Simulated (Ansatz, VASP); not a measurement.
## One calculation of Cd, two programs

```
Cd
1.0
     2.72239    0.00000    0.00000
     0.00000    2.72239    0.00000
     0.00000    0.00000    2.72239
Cd
1
Cartesian
  0.0000 0.0000 0.0000
```

Change from the starting cell: volume scaled by 0.75, PAW files.

Alike in both runs: task single point; functional PBE; k mesh 14 × 14 × 14; occupations fermi-dirac, width 0.08 eV; no spin polarisation.

```csv
,VASP,Ansatz
version,VASP 6.6.1,Ansatz 0.2.0
potentials or method,"VASP PAW PBE potentials, release 64 (Cd)","PAW with Ansatz's default frozen-core files, scalar-relativistic"
plane-wave cutoff (eV),520,420
valence electrons in the cell,12,20
```

Ansatz gave:

```
pressure (GPa) : 19.9
```

Problem. What did VASP give for the same quantities?

Solution. Pressure (GPa): 20.6.

VASP's potentials hold 12 valence electrons a cell and Ansatz's 20, so a difference there can come from the potentials and not from the codes.
